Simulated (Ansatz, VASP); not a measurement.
## Li3ClO in VASP and in Ansatz

```
Li Cl O
1.0
     3.90834    0.00000    0.00000
     0.00000    3.90834    0.00000
     0.00000    0.00000    3.90834
Li Cl O
3 1 1
Direct
  0.00000 0.50000 0.50000
  0.50000 0.00000 0.50000
  0.50000 0.50000 0.00000
  0.92324 0.00000 0.00000
  0.50000 0.50000 0.50000
```

Change from the starting cell: all Cl atoms moved -0.300 Å, as atom 4 along Cartesian [1 0 0].

Alike in both runs: task single point; functional LDA; k mesh 6 × 6 × 6; occupations gaussian, width 0.05 eV; no spin polarisation.

|  | VASP | Ansatz |
| --- | --- | --- |
| version | VASP 6.6.1 | Ansatz 0.2.0 |
| potentials or method | VASP PAW LDA potentials, release 64 (Li_sv, Cl, O), cutoff 520 eV | scalar-relativistic, plane waves, PAW |
| valence electrons in the cell | 22 | 22 |

|  | VASP | Ansatz | Ansatz less VASP |
| --- | --- | --- | --- |
| gap on the k mesh at the Fermi level (eV) | 4.47 | 4.45 | -0.017 |
| least direct gap on the mesh (eV) | 4.61 | 4.61 | -0.003 |
| rms of the force components (eV/Å) | 0.195 | 0.195 | -0.0004 |

LDA's correlation is that of Perdew and Zunger in VASP and of Perdew and Wang (1992) in Ansatz. Atom by atom the forces differ by 0.001 eV/Å (rms over components).

Noted on VASP's run: the cutoff is under 1.25 times that of the potentials, so the pressure is a little rough.
